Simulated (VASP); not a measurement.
# CdS (P6_3mc) in VASP: relaxation of cell and atoms with PBE

Aim: the relaxation of cell and atoms of CdS with PBE.

Program: VASP 6.6.1. These are calculated values, not measurements. Logs are shortened: lines on timing, memory, paths and dates and some standing lists are left out, and cuts for length are marked.

**1. The cell of the first run**

The structure is hexagonal, space group P6_3mc (No. 186). The conventional cell has a = 4.150 Å, b = 4.150 Å, c = 6.737 Å, α = 90.00°, β = 90.00°, γ = 120.00°. Within 3.3 Å of Cd (site symmetry 3m) lie 4 S at 2.53 to 2.54 Å. S (site symmetry 3m) has 4 Cd at 2.53 to 2.54 Å within 3.3 Å.

**2. Relaxation of cell and atoms, PBE**

INCAR reads:

```
SYSTEM = CdS
  ALGO = Normal
  EDIFF = 1E-7
  EDIFFG = -0.01
  ENCUT = 600
  GGA = PE
  IBRION = 2
  ISIF = 3
  ISMEAR = -1
  LASPH = .True.
  LCHARG = .False.
  LREAL = .False.
  LWAVE = .False.
  NELM = 60
  NSW = 80
  PREC = Accurate
  SIGMA = 0.05
```

KPOINTS reads:

```
k-points
0
Gamma
  6 6 4
  0 0 0
```

POSCAR reads:

```
CdS
1.0
    4.1500000000      0.0000000000      0.0000000000
   -2.0750000000      3.5940100000      0.0000000000
    0.0000000000      0.0000000000      6.7370000000
Cd S
2 2
Direct
    0.3333333333      0.6666666667      0.0000000000
    0.6666666667      0.3333333333      0.5000000000
    0.3333333333      0.6666666667      0.3750000000
    0.6666666667      0.3333333333      0.8750000000
```

Potentials or basis: VASP PAW PBE potentials, release 64 (Cd, S).

Run with:

```sh
> cat potpaw_PBE.64/Cd/POTCAR potpaw_PBE.64/S/POTCAR > POTCAR
> mpirun -np 1 vasp_std > vasp.out
```

OUTCAR:

```text
SYSTEM = CdS
   EDIFF = 1E-7
   EDIFFG = -0.01
   ENCUT = 600
   GGA = PE
   IBRION = 2
   ISIF = 3
   ISMEAR = -1
   LASPH = .True.
   LREAL = .False.
   NELM = 60
   NSW = 80
   PREC = Accurate

 ion  position               nearest neighbor table
   1  0.333  0.667  0.000-   3 2.53   4 2.54   4 2.54   4 2.54
   2  0.667  0.333  0.500-   4 2.53   3 2.54   3 2.54   3 2.54
   3  0.333  0.667  0.375-   1 2.53   2 2.54   2 2.54   2 2.54
   4  0.667  0.333  0.875-   2 2.53   1 2.54   1 2.54   1 2.54

  LATTYP: Found a hexagonal cell.
 ALAT       =     4.1500000000
 C/A-ratio  =     1.6233734940

  Lattice vectors:

 A1 = (   4.1500000000,   0.0000000000,   0.0000000000)
 A2 = (  -2.0750000000,   3.5940100000,   0.0000000000)
 A3 = (   0.0000000000,   0.0000000000,   6.7370000000)

Analysis of symmetry for initial positions (statically):
=====================================================================
 Subroutine PRICEL returns:
 Original cell was already a primitive cell.

 Routine SETGRP: Setting up the symmetry group for a
 hexagonal supercell.

 Subroutine GETGRP returns: Found 12 space group operations
 (whereof  6 operations were pure point group operations)
 out of a pool of 24 trial point group operations.

The static configuration has the point symmetry C_3v.
 The point group associated with its full space group is C_6v.

Analysis of symmetry for dynamics (positions and initial velocities):
=====================================================================
 Subroutine PRICEL returns:
 Original cell was already a primitive cell.

 Routine SETGRP: Setting up the symmetry group for a
 hexagonal supercell.

 Subroutine GETGRP returns: Found 12 space group operations
 (whereof  6 operations were pure point group operations)
 out of a pool of 24 trial point group operations.

The dynamic configuration has the point symmetry C_3v.
 The point group associated with its full space group is C_6v.

 Subroutine INISYM returns: Found 12 space group operations
 (whereof  6 operations are pure point group operations),
 and found     1 'primitive' translations

----------------------------------------------------------------------------------------

                                     Primitive cell

  volume of cell :     100.4833

  direct lattice vectors                    reciprocal lattice vectors
     4.150000000  0.000000000  0.000000000     0.240963855  0.139120370  0.000000000
    -2.075000000  3.594010000  0.000000000     0.000000000  0.278240739  0.000000000
     0.000000000  0.000000000  6.737000000     0.000000000  0.000000000  0.148434021

  length of vectors
     4.150000000  4.150003961  6.737000000     0.278241005  0.278240739  0.148434021

  position of ions in fractional coordinates (direct lattice)
     0.333333333  0.666666667  0.000000000
     0.666666667  0.333333333  0.500000000
     0.333333333  0.666666667  0.375000000
     0.666666667  0.333333333  0.875000000

  ion indices of the primitive-cell ions
   primitive index   ion index
                 1           1
                 2           2
                 3           3
                 4           4

----------------------------------------------------------------------------------------

 KPOINTS: k-points

Automatic generation of k-mesh.
 Grid dimensions read from file:
 generate k-points for:    6    6    4

 Generating k-lattice:

  Cartesian coordinates                     Fractional coordinates (reciprocal lattice)
     0.040160643  0.023186728  0.000000000     0.166666667  0.000000000  0.000000000
     0.000000000  0.046373457  0.000000000     0.000000000  0.166666667  0.000000000
     0.000000000  0.000000000  0.037108505     0.000000000  0.000000000  0.250000000

  Length of vectors
     0.046373501  0.046373457  0.037108505

  Shift w.r.t. Gamma in fractional coordinates (k-lattice)
     0.000000000  0.000000000  0.000000000

 Subroutine IBZKPT returns following result:
 ===========================================

 Found     21 irreducible k-points:

 Following reciprocal coordinates:
            Coordinates               Weight
  0.000000  0.000000  0.000000      1.000000
  0.166667  0.000000  0.000000      6.000000
  0.333333 -0.000000  0.000000      6.000000
  0.500000 -0.000000  0.000000      3.000000
  0.166667  0.166667  0.000000      6.000000
  0.333333  0.166667  0.000000     12.000000
[... 13 lines left out ...]
  0.333333  0.166667  0.500000     12.000000
  0.333333  0.333333  0.500000      2.000000
   k-points           NKPTS =     21   k-points in BZ     NKDIM =     21   number of bands    NBANDS=     22
   number of dos      NEDOS =    301   number of ions     NIONS =      4
   total plane-waves  NPLWV =  69984
   dimension x,y,z NGX =    36 NGY =   36 NGZ =   54
   dimension x,y,z NGXF=    72 NGYF=   72 NGZF=  108
   ions per type =               2   2
   NGX,Y,Z   is equivalent  to a cutoff of  14.42, 14.42, 13.33 a.u.
   NGXF,Y,Z  is equivalent  to a cutoff of  28.84, 28.84, 26.65 a.u.
 SYSTEM =  CdS
   PREC   = accura    normal or accurate (medium, high low for compatibility)
   ISTART =      0    job   : 0-new  1-cont  2-samecut
   ICHARG =      2    charge: 1-file 2-atom 10-const
   ISPIN  =      1    spin polarized calculation?
   LNONCOLLINEAR =      F non collinear calculations
   LSORBIT =      F    spin-orbit coupling
   LASPH  =      T    aspherical Exc in radial PAW
   ENCUT  =  600.0 eV  44.10 Ry    6.64 a.u.   8.29  8.29 13.46*2*pi/ulx,y,z
   NELM   =     60;   NELMIN=  2; NELMDL= -5     # of ELM steps
   EDIFF  = 0.1E-06   stopping-criterion for ELM
   LREAL  =      F    real-space projection
   EDIFFG = -.1E-01   stopping-criterion for IOM
   NSW    =     80    number of steps for IOM
   IBRION =      2    ionic relax: 0-MD 1-quasi-New 2-CG
   NFREE  =      1    steps in history (QN), initial steepest desc. (CG)
   ISIF   =      3    stress and relaxation
   ISYM   =      2    0-nonsym 1-usesym 2-fastsym
   POTIM  = 0.5000    time-step for ionic-motion
   TEBEG  =    0.0;   TEEND  =   0.0 temperature during run
   PSTRESS=    0.0 pullay stress
   NELECT =      36.0000    total number of electrons
   NUPDOWN=      -1.0000    fix difference up-down
   EMIN   =  10.00;   EMAX   =-10.00  energy-range for DOS
   EFERMI =   0.00;   METHOD = LEGACY
   ISMEAR =    -1;   SIGMA  =   0.05  broadening in eV -4-tet -1-fermi 0-gaus
   EFERMI_NEDOS =   21; number of points for ismear=-14 and -15
   IALGO  =     38    algorithm
   IMIX   =      4    mixing-type and parameters
     AMIX     =   0.40;   BMIX     =  1.00
     AMIX_MAG =   1.60;   BMIX_MAG =  1.00
  volume/ion in A,a.u.               =      25.12       169.52
  Fermi-wavevector in a.u.,A,eV,Ry     =   1.162727  2.197235 18.394174  1.351934
  Thomas-Fermi vector in A             =   2.299285
   LORBIT       =      0    0 simple, 1 ext, 2 COOP (PROOUT), +10 PAW based schemes
   GGA     = PE    functional components
   LHFCALC =     F    Hartree Fock is set to
   AEXX    =    0.0000 exact exchange contribution
   IVDW    =     0    specifies the selected vdW correction
   LEPSILON=     F    determine dielectric tensor
   LRPA    =     F    only Hartree local field effects (RPA)
 conjugate gradient relaxation of ions
 non-spin polarized calculation
  energy-cutoff  :      600.00
  volume of cell :      100.48
 maximum number of plane-waves:      3378
 NGX is ok and might be reduce to    36
   NGX = 17   NGY = 17   NGZ = 27

--------------------------------------- Ionic step        1  -------------------------------------------

 number of electron      36.0000008 magnetization

 Free energy of the ion-electron system (eV)
  ---------------------------------------------------
  ext. energy  EPLUGINS =         0.00000000
  ---------------------------------------------------
  free energy    TOTEN  =       -12.26546029 eV

  energy without entropy =      -12.26546009  energy(sigma->0) =      -12.26546019

------------------------ aborting loop because EDIFF is reached ----------------------------------------

  FORCE on cell =-STRESS in cart. coord.  units (eV):
  Direction    XX          YY          ZZ          XY          YZ          ZX
  --------------------------------------------------------------------------------------
  -------------------------------------------------------------------------------------
  Total        1.3636607      1.3636641      1.7685276      0.0000000      0.0000000     -0.0000000
  in kB       21.7431754     21.7432307     28.1986625      0.0000000      0.0000000     -0.0000000
  external PRESSURE =      23.8950229 kB  Pullay stress =       0.0000000 kB

 VOLUME and BASIS-vectors are now :
 -----------------------------------------------------------------------------
  energy-cutoff  :      600.00
  volume of cell :      100.48
      direct lattice vectors                 reciprocal lattice vectors
     4.150000000  0.000000000  0.000000000     0.240963855  0.139120370  0.000000000
    -2.075000000  3.594010000  0.000000000     0.000000000  0.278240739  0.000000000
     0.000000000  0.000000000  6.737000000     0.000000000  0.000000000  0.148434021
[... 115 lines left out ...]
 POSITION                                       TOTAL-FORCE (eV/Angst)
 -----------------------------------------------------------------------------------
     -0.00000      2.42644      6.84535        -0.000000      0.000000     -0.014204
      2.10135      1.21322      3.42137         0.000000      0.000000     -0.014204
     -0.00000      2.42644      2.57060        -0.000000      0.000000      0.014204
      2.10135      1.21322      5.99458         0.000000     -0.000000      0.014204
 -----------------------------------------------------------------------------------
    total drift:                               -0.000000     -0.000000     -0.000403

  FREE ENERGIE OF THE ION-ELECTRON SYSTEM (eV)
  ---------------------------------------------------
  free  energy   TOTEN  =       -12.2962517839 eV

  energy  without entropy=      -12.2962512485  energy(sigma->0) =      -12.29625152

--------------------------------------- Ionic step        5  -------------------------------------------

 number of electron      36.0000002 magnetization

 Free energy of the ion-electron system (eV)
  ---------------------------------------------------
  ext. energy  EPLUGINS =         0.00000000
  ---------------------------------------------------
  free energy    TOTEN  =       -12.29629241 eV

  energy without entropy =      -12.29629189  energy(sigma->0) =      -12.29629215

 E-fermi :   1.4549     XC(G=0):  -8.8972

 val. band max:        0.8768030154   @ k =   0.0000   0.0000   0.0000
 cond. band min:       1.9750352642   @ k =   0.0000   0.0000   0.0000
 fundamental gap:      1.0982322488
 Fermi energy:         1.4548910239

 k-point     1 :       0.0000    0.0000    0.0000
  band No.  band energies     occupation
      1     -11.1869      2.00000
      2     -10.8039      2.00000
      3      -6.6631      2.00000
      4      -6.6545      2.00000
      5      -6.6545      2.00000
      6      -6.5807      2.00000
[... 14 lines left out ...]
     21       7.3621      0.00000
     22       7.3621      0.00000
[... 520 lines left out ...]
 POSITION                                       TOTAL-FORCE (eV/Angst)
 -----------------------------------------------------------------------------------
     -0.00000      2.42545      6.84321         0.000000     -0.000000     -0.007491
      2.10050      1.21273      3.41997        -0.000000      0.000000     -0.007491
     -0.00000      2.42545      2.57070        -0.000000      0.000000      0.007491
      2.10050      1.21273      5.99393        -0.000000     -0.000000      0.007491
 -----------------------------------------------------------------------------------
    total drift:                               -0.000000     -0.000000     -0.000480

  FREE ENERGIE OF THE ION-ELECTRON SYSTEM (eV)
  ---------------------------------------------------
  free  energy   TOTEN  =       -12.2962924078 eV

  energy  without entropy=      -12.2962918858  energy(sigma->0) =      -12.29629215

 reached required accuracy - stopping structural energy minimisation
```

It took 4.2 min on 1 thread of AMD EPYC 7R13, shared host; peak memory 0.25 GiB.

What came out:

```yaml
Free_energy: -12.2963 eV
Relaxed_volume: 26.16 Å³/atom
Relaxed_cell: a = 4.201 Å, b = 4.201 Å, c = 6.846 Å, α = 90.00°, β = 90.00°, γ = 120.00°
Space_group_after_relaxing_to_0.1_Å: P6_3mc (No. 186)
Energy_gained_by_relaxing: 7.7 meV/atom
Ionic_steps: 5
Pressure_after_relaxing: 0.0 GPa
Largest_force_after_relaxing: 0.007 eV/Å
Band_gap_on_the_k_mesh: 1.10 eV
```

Forces in eV/Å, atoms in the order of the input:
```
Cd   0.000  0.000 -0.007
Cd   0.000  0.000 -0.007
S    0.000  0.000  0.007
S    0.000  0.000  0.007
```

Step by step:
| step | energy change (eV) | largest force (eV/Å) | pressure (GPa) | volume (Å³) |
| --- | --- | --- | --- | --- |
| 1 | 0.0000 | 0.0686 | 2.39 | 100.48 |
| 2 | -0.0279 | 0.0023 | -0.67 | 106.03 |
| 3 | -0.0308 | 0.0151 | 0.00 | 104.66 |
| 4 | -0.0308 | 0.0142 | -0.05 | 104.75 |
| 5 | -0.0308 | 0.0075 | 0.01 | 104.64 |

Final structure:
```yaml
crystal:
  lattice:
    - [4.20100, 0.00000, 0.00000]
    - [-2.10050, 3.63818, 0.00000]
    - [0.00000, 0.00000, 6.84648]
  atoms:
    - { symbol: Cd, position: [0.33333, 0.66667, 0.99952] }
    - { symbol: Cd, position: [0.66667, 0.33333, 0.49952] }
    - { symbol: S, position: [0.33333, 0.66667, 0.37548] }
    - { symbol: S, position: [0.66667, 0.33333, 0.87548] }
```
